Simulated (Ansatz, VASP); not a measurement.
CoO in VASP and in Ansatz

The input INCAR:

```
SYSTEM = CoO
  PREC = Accurate
  ENCUT = 600
  EDIFF = 1E-6
  ISMEAR = 0
  SIGMA = 0.05
  LREAL = .False.
  LASPH = .True.
  NELM = 200
  ALGO = Normal
  ISIF = 2
  LWAVE = .False.
  LCHARG = .False.
  ISPIN = 2
  MAGMOM = 2.72 0.34
  LORBIT = 11
  LMAXMIX = 4
  GGA = PE
  NBANDS = 18
  GGA_COMPAT = .False.
```

KPOINTS

```
regular mesh
0
Gamma
  8 8 8
  0 0 0
```

POSCAR

```
CoO
1.0
    0.0000000000      2.1315016600      2.1315016600
    2.1315016600      0.0000000000      2.1315016600
    2.1315016600      2.1315016600      0.0000000000
Co O
1 1
Direct
    0.0000000000      0.0000000000      0.0000000000
    0.5000000000      0.5000000000      0.5000000000
```

Input for Ansatz:

```yaml
crystal:
  lattice:
    - [0.0, 2.13150166, 2.13150166]
    - [2.13150166, 0.0, 2.13150166]
    - [2.13150166, 2.13150166, 0.0]
  atoms:
    - { symbol: Co, position: [0.0, 0.0, 0.0], spin: 3.0 }
    - { symbol: O, position: [0.5, 0.5, 0.5] }
basis:
  ecutwfc: 420
  ecutrho_ratio: 4
kpoints:
  mp_grid: { grid: [8, 8, 8] }
hamiltonian:
  xc: pbe
  hubbard:
    sites:
      - { site: 0, l: d, u_eff: 0.0, starting_ns: [{ spin: up, occupation_matrix: s0up }, { spin: down, occupation_matrix: s0down }] }
    occupation_matrices:
      s0up:
        matrix:
          - [0.97, 0.0, 0.0, 0.0, 0.0]
          - [0.0, 0.97, 0.0, 0.0, 0.0]
          - [0.0, 0.0, 0.97, 0.0, 0.0]
          - [0.0, 0.0, 0.0, 0.97, 0.0]
          - [0.0, 0.0, 0.0, 0.0, 0.97]
      s0down:
        matrix:
          - [0.02, 0.0, 0.0, 0.0, 0.0]
          - [0.0, 0.97, 0.0, 0.0, 0.0]
          - [0.0, 0.0, 0.02, 0.0, 0.0]
          - [0.0, 0.0, 0.0, 0.97, 0.0]
          - [0.0, 0.0, 0.0, 0.0, 0.02]
    ns_hold: { iters: 12 }
scf:
  occupations: { method: gaussian, width: 0.05 }
  lower_state_search: "off"
  max_iter: 150
output:
  forces: true
  stress: true
  eigenvalues: true
  populations: true
  hubbard: { sites: [{ site: 0, l: d }] }
  write_density: true
  write_potential: true
  elf: true
  volumetric_format: npy
magnetization:
  spin_polarized: true
```

Alike in both runs: task single point; functional PBE; k mesh 8 × 8 × 8; occupations gaussian, width 0.05 eV; collinear spin.

|  | VASP | Ansatz |
| --- | --- | --- |
| version | VASP 6.6.1 | Ansatz 0.2.0 |
| potentials or method | VASP PAW PBE potentials, release 64 (Co, O), cutoff 600 eV | scalar-relativistic, plane waves, PAW |
| valence electrons in the cell | 15 | 23 |

Ansatz gave:

```
gap on the k mesh at the Fermi level (eV)                     : none
pressure (GPa)                                                : -2.3
net moment per atom (μB)                                      : 1.45
size of the moment on the site where the two differ most (μB) : 2.47
```

Task: Which values does VASP return?

Result: gap on the k mesh at the Fermi level (eV): none; pressure (GPa): -3.2; net moment per atom (μB): 1.43; size of the moment on the site where the two differ most (μB): 2.53.

Site moments also hang on the region over which each program counts them. A gap of «none» marks a metal or a gap that the smearing closes. VASP's potentials hold 15 valence electrons a cell and Ansatz's 23, so a difference there can come from the potentials and not from the codes. Ansatz's warnings: specified occupation not kept, symmetry narrowed by occupation matrices.
